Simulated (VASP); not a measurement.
# Ti2BN (P6/mmm) in VASP: further runs

Runs on Ti2BN. Level: PBE. Tasks: single point.

Everything below comes from runs of VASP 6.6.1. Logs are shortened: lines on timing, memory, paths and dates and some standing lists are left out, and cuts for length are marked.

## (1) The cell of the first run

It takes space group P6/mmm (No. 191, hexagonal). The conventional cell has a = 2.948 Å, b = 2.948 Å, c = 5.707 Å, α = 90.00°, β = 90.00°, γ = 120.00°. Within 1.9 Å of Ti (site symmetry 6mm) lie 1 B at 1.39 Å and 1 N at 1.46 Å. Within 1.9 Å of B (site symmetry 6/mmm) lie 2 Ti at 1.39 Å. N (site symmetry 6/mmm) has 2 Ti at 1.46 Å within 2.0 Å.

## (2) Single point, PBE (volume scaled by 0.94)

File INCAR:

```
PREC = Accurate ; ENCUT = 520
EDIFF = 1E-6 ; ISMEAR = -1
SIGMA = 0.05 ; LREAL = False
LASPH = True ; NELM = 60
ALGO = Normal ; ISIF = 2
LWAVE = False ; LCHARG = False
GGA = PE ; NBANDS = 24
```

File KPOINTS:

```
Automatic mesh
0
Gamma
  10 10 5
```

File POSCAR:

```
Ti2BN
1.0
    2.9480165512      0.0000000000      0.0000000000
   -1.4740082756      2.5530572280      0.0000000000
    0.0000000000      0.0000000000      5.7074060878
Ti B N
2 1 1
Direct
    0.0000000000      0.0000000000      0.2565625700
    0.0000000000      0.0000000000      0.7434374300
    0.0000000000      0.0000000000      0.5000000000
    0.0000000000      0.0000000000      0.0000000000
```

Potentials or basis: VASP PAW PBE potentials, release 64 (Ti_sv, B, N).

The run is started by

```
$ cat potpaw_PBE.64/Ti_sv/POTCAR potpaw_PBE.64/B/POTCAR potpaw_PBE.64/N/POTCAR > POTCAR
$ mpirun -np 1 vasp_std > vasp.out
```

OUTCAR:

```text
PREC = Accurate
   ENCUT = 520
   EDIFF = 1E-6
   ISMEAR = -1
   LREAL = False
   LASPH = True
   NELM = 60
   ISIF = 2
   GGA = PE

 ion  position               nearest neighbor table
   1  0.000  0.000  0.257-   3 1.39   4 1.46   2 2.78
   2  0.000  0.000  0.743-   3 1.39   4 1.46   1 2.78
   3  0.000  0.000  0.500-   1 1.39   2 1.39
   4  0.000  0.000  0.000-   1 1.46   2 1.46

  LATTYP: Found a hexagonal cell.
 ALAT       =     2.9480165512
 C/A-ratio  =     1.9360156189

  Lattice vectors:

 A1 = (   2.9480165512,   0.0000000000,   0.0000000000)
 A2 = (  -1.4740082756,   2.5530572280,   0.0000000000)
 A3 = (   0.0000000000,   0.0000000000,   5.7074060878)

Analysis of symmetry for initial positions (statically):
=====================================================================
 Subroutine PRICEL returns:
 Original cell was already a primitive cell.

 Routine SETGRP: Setting up the symmetry group for a
 hexagonal supercell.

 Subroutine GETGRP returns: Found 24 space group operations
 (whereof 24 operations were pure point group operations)
 out of a pool of 24 trial point group operations.

The static configuration has the point symmetry D_6h.

Analysis of symmetry for dynamics (positions and initial velocities):
=====================================================================
 Subroutine PRICEL returns:
 Original cell was already a primitive cell.

 Routine SETGRP: Setting up the symmetry group for a
 hexagonal supercell.

 Subroutine GETGRP returns: Found 24 space group operations
 (whereof 24 operations were pure point group operations)
 out of a pool of 24 trial point group operations.

The dynamic configuration has the point symmetry D_6h.

 Subroutine INISYM returns: Found 24 space group operations
 (whereof 24 operations are pure point group operations),
 and found     1 'primitive' translations

----------------------------------------------------------------------------------------

                                     Primitive cell

  volume of cell :      42.9565

  direct lattice vectors                    reciprocal lattice vectors
     2.948016551  0.000000000  0.000000000     0.339211121  0.195843632  0.000000000
    -1.474008276  2.553057228  0.000000000     0.000000000  0.391687264  0.000000000
     0.000000000  0.000000000  5.707406088     0.000000000  0.000000000  0.175210943

  length of vectors
     2.948016551  2.948016555  5.707406088     0.391687264  0.391687264  0.175210943

  position of ions in fractional coordinates (direct lattice)
     0.000000000  0.000000000  0.256562570
     0.000000000  0.000000000  0.743437430
     0.000000000  0.000000000  0.500000000
     0.000000000  0.000000000  0.000000000

  ion indices of the primitive-cell ions
   primitive index   ion index
                 1           1
                 2           2
                 3           3
                 4           4

----------------------------------------------------------------------------------------

 KPOINTS: Automatic mesh

Automatic generation of k-mesh.
 Grid dimensions read from file:
 generate k-points for:   10   10    5

 Generating k-lattice:

  Cartesian coordinates                     Fractional coordinates (reciprocal lattice)
     0.033921112  0.019584363  0.000000000     0.100000000 -0.000000000  0.000000000
     0.000000000  0.039168726  0.000000000     0.000000000  0.100000000  0.000000000
     0.000000000  0.000000000  0.035042189     0.000000000  0.000000000  0.200000000

  Length of vectors
     0.039168726  0.039168726  0.035042189

  Shift w.r.t. Gamma in fractional coordinates (k-lattice)
     0.000000000  0.000000000  0.000000000

 Subroutine IBZKPT returns following result:
 ===========================================

 Found     42 irreducible k-points:

 Following reciprocal coordinates:
            Coordinates               Weight
  0.000000  0.000000  0.000000      1.000000
  0.100000  0.000000  0.000000      6.000000
  0.200000  0.000000  0.000000      6.000000
  0.300000  0.000000  0.000000      6.000000
  0.400000  0.000000  0.000000      6.000000
  0.500000  0.000000  0.000000      3.000000
[... 16 lines left out ...]
  0.300000  0.100000  0.200000     24.000000
  0.400000  0.100000  0.200000     24.000000
 [... further k-points ...]
   k-points           NKPTS =     42   k-points in BZ     NKDIM =     42   number of bands    NBANDS=     24
   number of dos      NEDOS =    301   number of ions     NIONS =      4
   total plane-waves  NPLWV =  24192
   dimension x,y,z NGX =    24 NGY =   24 NGZ =   42
   dimension x,y,z NGXF=    48 NGYF=   48 NGZF=   84
   ions per type =               2   1   1
   NGX,Y,Z   is equivalent  to a cutoff of  13.53, 13.53, 12.23 a.u.
   NGXF,Y,Z  is equivalent  to a cutoff of  27.07, 27.07, 24.47 a.u.
 SYSTEM =  unknown system
   PREC   = accura    normal or accurate (medium, high low for compatibility)
   ISTART =      0    job   : 0-new  1-cont  2-samecut
   ICHARG =      2    charge: 1-file 2-atom 10-const
   ISPIN  =      1    spin polarized calculation?
   LNONCOLLINEAR =      F non collinear calculations
   LSORBIT =      F    spin-orbit coupling
   LASPH  =      T    aspherical Exc in radial PAW
   ENCUT  =  520.0 eV  38.22 Ry    6.18 a.u.   5.48  5.48 10.61*2*pi/ulx,y,z
   NELM   =     60;   NELMIN=  2; NELMDL= -5     # of ELM steps
   EDIFF  = 0.1E-05   stopping-criterion for ELM
   LREAL  =      F    real-space projection
   EDIFFG = 0.1E-04   stopping-criterion for IOM
   NSW    =      0    number of steps for IOM
   IBRION =     -1    ionic relax: 0-MD 1-quasi-New 2-CG
   NFREE  =      0    steps in history (QN), initial steepest desc. (CG)
   ISIF   =      2    stress and relaxation
   ISYM   =      2    0-nonsym 1-usesym 2-fastsym
   POTIM  = 0.5000    time-step for ionic-motion
   TEBEG  =    0.0;   TEEND  =   0.0 temperature during run
   PSTRESS=    0.0 pullay stress
   NELECT =      32.0000    total number of electrons
   NUPDOWN=      -1.0000    fix difference up-down
   EMIN   =  10.00;   EMAX   =-10.00  energy-range for DOS
   EFERMI =   0.00;   METHOD = LEGACY
   ISMEAR =    -1;   SIGMA  =   0.05  broadening in eV -4-tet -1-fermi 0-gaus
   EFERMI_NEDOS =   21; number of points for ismear=-14 and -15
   IALGO  =     38    algorithm
   IMIX   =      4    mixing-type and parameters
     AMIX     =   0.40;   BMIX     =  1.00
     AMIX_MAG =   1.60;   BMIX_MAG =  1.00
  volume/ion in A,a.u.               =      10.74        72.47
  Fermi-wavevector in a.u.,A,eV,Ry     =   1.484050  2.804447 29.965514  2.202403
  Thomas-Fermi vector in A             =   2.597635
   LORBIT       =      0    0 simple, 1 ext, 2 COOP (PROOUT), +10 PAW based schemes
   GGA     = PE    functional components
   LHFCALC =     F    Hartree Fock is set to
   AEXX    =    0.0000 exact exchange contribution
   IVDW    =     0    specifies the selected vdW correction
   LEPSILON=     F    determine dielectric tensor
   LRPA    =     F    only Hartree local field effects (RPA)
 non-spin polarized calculation
  energy-cutoff  :      520.00
  volume of cell :       42.96
 maximum number of plane-waves:      1191
 NGX is ok and might be reduce to    24
   NGX = 11   NGY = 11   NGZ = 21

 number of electron      31.9999992 magnetization

 Free energy of the ion-electron system (eV)
  ---------------------------------------------------
  ext. energy  EPLUGINS =         0.00000000
  ---------------------------------------------------
  free energy    TOTEN  =        -9.81590294 eV

  energy without entropy =       -9.79886016  energy(sigma->0) =       -9.80738155

 E-fermi :   8.6839     XC(G=0): -11.7985

 val. band max:        8.6802892256   @ k =   0.5000   0.0000   0.0000
 cond. band min:       8.6847022037   @ k =   0.4000   0.0000   0.2000
 fundamental gap:      0.0044129782
 Fermi energy:         8.6838932565

 k-point     1 :       0.0000    0.0000    0.0000
  band No.  band energies     occupation
      1     -48.1385      2.00000
      2     -48.1092      2.00000
      3     -26.7511      2.00000
      4     -26.5480      2.00000
      5     -23.7509      2.00000
      6     -23.7509      2.00000
[... 16 lines left out ...]
     23      10.6048      0.00000
     24      16.6697      0.00000

 k-point     2 :       0.1000    0.0000    0.0000
  band No.  band energies     occupation
      1     -48.1322      2.00000
      2     -48.1024      2.00000
      3     -26.7413      2.00000
      4     -26.5430      2.00000
      5     -23.8002      2.00000
      6     -23.7620      2.00000
[... 16 lines left out ...]
     23      10.5729      0.00000
     24      16.8272      0.00000

 k-point     3 :       0.2000    0.0000    0.0000
  band No.  band energies     occupation
      1     -48.1156      2.00000
      2     -48.0846      2.00000
      3     -26.7156      2.00000
      4     -26.5297      2.00000
      5     -23.9278      2.00000
      6     -23.7927      2.00000
[... 16 lines left out ...]
     23      10.8329      0.00000
     24      17.1499      0.00000

 k-point     4 :       0.3000    0.0000    0.0000
  band No.  band energies     occupation
      1     -48.0949      2.00000
      2     -48.0625      2.00000
      3     -26.6836      2.00000
      4     -26.5132      2.00000
      5     -24.0826      2.00000
      6     -23.9356      2.00000
[... 16 lines left out ...]
     23      11.5561      0.00000
     24      17.3520      0.00000

 k-point     5 :       0.4000    0.0000    0.0000
  band No.  band energies     occupation
      1     -48.0779      2.00000
      2     -48.0445      2.00000
      3     -26.6576      2.00000
      4     -26.4999      2.00000
      5     -24.2055      2.00000
      6     -24.0494      2.00000
[... 451 lines left out ...]
 k-point    22 :       0.2000    0.1000    0.2000
  band No.  band energies     occupation
      1     -48.1118      2.00000
      2     -48.0603      2.00000
      3     -26.7609      2.00000
      4     -26.4514      2.00000
      5     -24.0044      2.00000
      6     -23.8885      2.00000
[... 16 lines left out ...]
     23      12.0918      0.00000
     24      16.0791      0.00000

 k-point    23 :       0.3000    0.1000    0.2000
  band No.  band energies     occupation
      1     -48.0927      2.00000
      2     -48.0406      2.00000
      3     -26.7359      2.00000
      4     -26.4324      2.00000
      5     -24.1331      2.00000
      6     -24.0093      2.00000
[... 16 lines left out ...]
     23      12.5141      0.00000
     24      16.2330      0.00000

 k-point    24 :       0.4000    0.1000    0.2000
  band No.  band energies     occupation
      1     -48.0808      2.00000
      2     -48.0283      2.00000
      3     -26.7205      2.00000
      4     -26.4205      2.00000
      5     -24.2115      2.00000
      6     -24.0831      2.00000
[... 16 lines left out ...]
     23      13.6033      0.00000
     24      16.0246      0.00000

 [... further k-points ...]
[... 5 lines left out ...]
  --------------------------------------------------------------------------------------
  -------------------------------------------------------------------------------------
  Total        4.8458431      4.8458431    100.8760785      0.0000000      0.0000000      0.0000000
  in kB      180.7385064    180.7385069   3762.4395594      0.0000000      0.0000000      0.0000000
  external PRESSURE =    1374.6388576 kB  Pullay stress =       0.0000000 kB

 VOLUME and BASIS-vectors are now :
 -----------------------------------------------------------------------------
  energy-cutoff  :      520.00
  volume of cell :       42.96
      direct lattice vectors                 reciprocal lattice vectors
     2.948016551  0.000000000  0.000000000     0.339211121  0.195843632  0.000000000
    -1.474008276  2.553057228  0.000000000     0.000000000  0.391687264  0.000000000
     0.000000000  0.000000000  5.707406088     0.000000000  0.000000000  0.175210943

 POSITION                                       TOTAL-FORCE (eV/Angst)
 -----------------------------------------------------------------------------------
      0.00000      0.00000      1.46431         0.000000     -0.000000     -3.296187
      0.00000      0.00000      4.24310         0.000000      0.000000      3.296187
      0.00000      0.00000      2.85370        -0.000000      0.000000      0.000000
      0.00000      0.00000      0.00000        -0.000000      0.000000      0.000000
 -----------------------------------------------------------------------------------
    total drift:                                0.000000      0.000000      0.000000

  FREE ENERGIE OF THE ION-ELECTRON SYSTEM (eV)
  ---------------------------------------------------
  free  energy   TOTEN  =        -9.8159029353 eV

  energy  without entropy=       -9.7988601649  energy(sigma->0) =       -9.80738155
```

It took 27 s on 1 thread of Intel Xeon 6975P-C, shared host; peak memory 0.19 GiB.

Results:

- Free energy: -9.8159 eV
- Pressure: 137.5 GPa
- Largest force: 3.296 eV/Å
- Band gap on the k mesh: zero (band 16 reaches 9.57 eV, above the bottom of band 17 at 8.20 eV)

Forces on the atoms (eV/Å):
```
Ti   0.000  0.000 -3.296
Ti   0.000  0.000  3.296
B    0.000  0.000  0.000
N    0.000  0.000  0.000
```

Levels at points of the mesh, in eV from the Fermi level:
| k point | band 14 | band 15 | band 16 | band 17 | band 18 | band 19 |
| --- | --- | --- | --- | --- | --- | --- |
| (0.00, 0.00, 0.00) | -3.37 | -2.25 | 0.89 | 0.89 | 0.98 | 0.98 |
| (0.50, 0.00, 0.00) | -2.62 | -1.11 | -0.82 | 0.00 | 0.30 | 1.60 |

Caveat: the cell differs from its parent crystal (volume scaled by 0.94); forces of over 1 eV/Å act on the atoms, so gaps and moduli don't describe the material at rest.

## (3) Single point, PBE (volume scaled by 0.96)

File INCAR:

```
SYSTEM = Ti2BN
PREC = Accurate
ENCUT = 520
EDIFF = 1E-6
ISMEAR = -1
SIGMA = 0.05
LREAL = .False.
LASPH = .True.
NELM = 60
ALGO = Normal
ISIF = 2
LWAVE = .False.
LCHARG = .False.
GGA = PE
NBANDS = 24
```

File KPOINTS:

```
Automatic mesh
0
Gamma
  10 10 5
  0 0 0
```

File POSCAR:

```
Ti2BN
1.0
    2.9687779152      0.0000000000      0.0000000000
   -1.4843889576      2.5710370967      0.0000000000
    0.0000000000      0.0000000000      5.7476004127
Ti B N
2 1 1
Direct
    0.0000000000      0.0000000000      0.2565625700
    0.0000000000      0.0000000000      0.7434374300
    0.0000000000      0.0000000000      0.5000000000
    0.0000000000      0.0000000000      0.0000000000
```

Potentials or basis: VASP PAW PBE potentials, release 64 (Ti_sv, B, N).

The run is started by

```
$ cat potpaw_PBE.64/Ti_sv/POTCAR potpaw_PBE.64/B/POTCAR potpaw_PBE.64/N/POTCAR > POTCAR
$ mpirun -np 1 vasp_std > vasp.out
```

Run time: 39 s. Hardware: 1 thread of Intel Xeon 6975P-C, shared host; peak memory 0.2 GiB.

It converged, with:

- Free energy: -10.5790 eV
- Pressure: 129.5 GPa
- Largest force: 3.705 eV/Å
- Band gap on the k mesh: zero (band 16 reaches 9.33 eV, above the bottom of band 17 at 7.96 eV)

Forces on the atoms (eV/Å):
```
Ti   0.000  0.000 -3.705
Ti   0.000  0.000  3.705
B    0.000  0.000  0.000
N    0.000  0.000  0.000
```

Stress tensor (GPa, compression positive):
```
 16.55   0.00   0.00
  0.00  16.55   0.00
  0.00   0.00 355.44
```

Levels at points of the mesh, in eV from the Fermi level:
```tsv
k point	band 14	band 15	band 16	band 17	band 18	band 19
(0.00, 0.00, 0.00)	-3.29	-2.24	0.92	0.92	1.00	1.00
(0.50, 0.00, 0.00)	-2.56	-1.16	-0.76	0.04	0.37	1.62
```

Caveat: the cell differs from its parent crystal (volume scaled by 0.96); forces of over 1 eV/Å act on the atoms, so gaps and moduli don't describe the material at rest.

## (4) Single point, PBE (volume scaled by 0.98)

File INCAR:

```
PREC = Accurate ; ENCUT = 520
EDIFF = 1E-6 ; ISMEAR = -1
SIGMA = 0.05 ; LREAL = False
LASPH = True ; NELM = 60
ALGO = Normal ; ISIF = 2
LWAVE = False ; LCHARG = True
GGA = PE ; LELF = True
LVHAR = True ; NBANDS = 24
```

File KPOINTS:

```
Automatic mesh
0
Gamma
  10 10 5
```

File POSCAR:

```
Ti2BN
1.0
    2.9892528926      0.0000000000      0.0000000000
   -1.4946264463      2.5887689473      0.0000000000
    0.0000000000      0.0000000000      5.7872402889
Ti B N
2 1 1
Direct
    0.0000000000      0.0000000000      0.2565625700
    0.0000000000      0.0000000000      0.7434374300
    0.0000000000      0.0000000000      0.5000000000
    0.0000000000      0.0000000000      0.0000000000
```

The run is started by

```
$ cat potpaw_PBE.64/Ti_sv/POTCAR potpaw_PBE.64/B/POTCAR potpaw_PBE.64/N/POTCAR > POTCAR
$ mpirun -np 1 vasp_std > vasp.out
```

It took 30 s on 1 thread of Intel Xeon 6975P-C, shared host; peak memory 0.2 GiB.

Results (log left out):

```yaml
Free_energy: -11.2980 eV
Pressure: 122.1 GPa
Largest_force: 4.067 eV/Å
Band_gap_on_the_k_mesh: zero (band 16 reaches 9.10 eV, above the bottom of band 17 at 7.73 eV)
```

Forces in eV/Å, atoms in the order of the input:
```
Ti   0.000  0.000 -4.067
Ti   0.000  0.000  4.067
B    0.000  0.000  0.000
N    0.000  0.000  0.000
```

Stress tensor (GPa, compression positive):
```
 15.06   0.00   0.00
  0.00  15.06   0.00
  0.00   0.00 336.09
```

Levels at points of the mesh, in eV from the Fermi level:
```
           k point  band 12  band 13  band 14  band 15  band 16  band 17  band 18  band 19  band 20  band 21
(0.00, 0.00, 0.00)    -4.83    -4.83    -3.22    -2.23     0.94     0.94     1.01     1.01     1.46     1.46
(0.50, 0.00, 0.00)    -5.41    -4.19    -2.51    -1.21    -0.71     0.07     0.42     1.64     3.54     3.72
```

Caveat: the cell differs from its parent crystal (volume scaled by 0.98); forces of over 1 eV/Å act on the atoms, so gaps and moduli don't describe the material at rest.

## (5) Single point, PBE

This run uses another cell than the first one, of 11.42 Å³/atom, 1.064 times its volume.

File INCAR:

```
  PREC = Accurate
  ENCUT = 520
  EDIFF = 1E-7
  ISMEAR = -1
  SIGMA = 0.05
  LREAL = False
  LASPH = True
  NELM = 80
  ALGO = Normal
  ISIF = 2
  LWAVE = False
  LCHARG = True
  GGA = PE
  LELF = True
  LVHAR = True
  NBANDS = 24
```

File KPOINTS:

```
regular mesh
0
Gamma
  10 10 5
```

File POSCAR:

```
Ti2BN
1.0
    3.0094511600      0.0000000000      0.0000000000
   -1.5047255800      2.6062611600      0.0000000000
    0.0000000000      0.0000000000      5.8263444500
Ti B N
2 1 1
Direct
    0.0000000000      0.0000000000      0.2565625700
    0.0000000000      0.0000000000      0.7434374300
    0.0000000000      0.0000000000      0.5000000000
    0.0000000000      0.0000000000      0.0000000000
```

The run is started by

```
$ cat potpaw_PBE.64/Ti_sv/POTCAR potpaw_PBE.64/B/POTCAR potpaw_PBE.64/N/POTCAR > POTCAR
$ mpirun -np 1 vasp_std > vasp.out
```

Run time: 36 s. Hardware: 1 thread of Intel Xeon 6975P-C, shared host; peak memory 0.2 GiB.

Results (log left out):

```
Free energy            : -11.9757 eV
Pressure               : 115.1 GPa
Largest force          : 4.384 eV/Å
Band gap on the k mesh : zero (band 16 reaches 8.88 eV, above the bottom of band 17 at 7.52 eV)
```

Forces in eV/Å, atoms in the order of the input:
```
Ti   0.000  0.000 -4.384
Ti   0.000  0.000  4.384
B    0.000  0.000  0.000
N    0.000  0.000  0.000
```

Stress tensor (GPa, compression positive):
```
 13.60   0.00   0.00
  0.00  13.60   0.00
  0.00   0.00 318.01
```

Levels at points of the mesh, in eV from the Fermi level:
```tsv
k point	band 14	band 15	band 16	band 17	band 18	band 19
(0.00, 0.00, 0.00)	-3.16	-2.23	0.96	0.96	1.02	1.02
(0.50, 0.00, 0.00)	-2.49	-1.25	-0.66	0.09	0.47	1.66
```

Caveat: forces of over 1 eV/Å act on the atoms, so gaps and moduli don't describe the material at rest.

## (6) Summary

```csv
cell,gap on the mesh (eV),pressure (GPa),largest force (eV/Å)
"a = 2.948, b = 2.948, c = 5.707 Å, angles 90.0, 90.0, 120.0°, 4 atoms",none,137.5,3.30
"a = 2.969, b = 2.969, c = 5.748 Å, angles 90.0, 90.0, 120.0°, 4 atoms",none,129.5,3.70
"a = 2.989, b = 2.989, c = 5.787 Å, angles 90.0, 90.0, 120.0°, 4 atoms",none,122.1,4.07
"a = 3.009, b = 3.009, c = 5.826 Å, angles 90.0, 90.0, 120.0°, 4 atoms",none,115.1,4.38
```

Alike in all rows: task single point; level PBE; potentials or basis VASP PAW PBE potentials, release 64 (Ti_sv, B, N); no spin polarisation; k mesh 10 × 10 × 5; cutoff (eV) 520; smearing fermi-dirac 0.05 eV.

Caveats: forces of over 1 eV/Å act on the atoms, so gaps and moduli don't describe the material at rest.

Absolute energies hang on the potentials; compare differences alone.
